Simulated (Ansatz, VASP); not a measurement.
# Two plane-wave programs on PbSe

The input INCAR:

```
PREC = Accurate ; ENCUT = 520
EDIFF = 1E-7 ; ISMEAR = 0
SIGMA = 0.05 ; LREAL = False
LASPH = True ; NELM = 100
ALGO = Normal ; ISIF = 2
LWAVE = False ; LCHARG = False
GGA = PE ; NBANDS = 28
```

KPOINTS

```
Automatic mesh
0
Gamma
  8 8 6
```

Contents of POSCAR:

```
PbSe
1.0
    4.3070637475      0.0000000000      0.0000000000
   -2.1535318737      3.7300266210      0.0000000000
    0.0000000000      0.0000000000      7.5880828838
Pb Se
2 2
Direct
    0.0000000000      0.0000000000      0.0000000000
    0.0000000000      0.0000000000      0.5000000000
    0.3333333333      0.6666666667      0.2500000000
    0.6666666667      0.3333333333      0.7500000000
```

Input for Ansatz:

```yaml
crystal:
  lattice:
    - [4.307063747469, -2.886749755289e-11, 0.0]
    - [-2.153531873709, 3.730026621041, 0.0]
    - [0.0, 0.0, 7.5880828838]
  atoms:
    - { symbol: Pb, position: [0.0, 0.0, 0.0] }
    - { symbol: Pb, position: [0.0, 0.0, 0.5] }
    - { symbol: Se, position: [0.3333333333333, 0.6666666666667, 0.25] }
    - { symbol: Se, position: [0.6666666666667, 0.3333333333333, 0.75] }
basis:
  ecutwfc: 420
  ecutrho_ratio: 4
kpoints:
  mp_grid: { grid: [8, 8, 6] }
hamiltonian:
  xc: pbe
scf:
  occupations: { method: gaussian, width: 0.05 }
  eigensolver: { kind: davidson }
output:
  forces: true
  stress: true
```

Alike in both runs: task single point; functional PBE; k mesh 8 × 8 × 6; occupations gaussian, width 0.05 eV; no spin polarisation.

```csv
,VASP,Ansatz
version,VASP 6.6.1,Ansatz 0.2.0
potentials or method,"VASP PAW PBE potentials, release 64 (Pb_d, Se), cutoff 520 eV","scalar-relativistic, plane waves, PAW"
valence electrons in the cell,40,60
```

```csv
,VASP,Ansatz,Ansatz less VASP
pressure (GPa),0.0,0.0,+0.02
```

VASP's potentials hold 40 valence electrons a cell and Ansatz's 60, so a difference there can come from the potentials and not from the codes.

Neither program's run includes spin-orbit coupling.
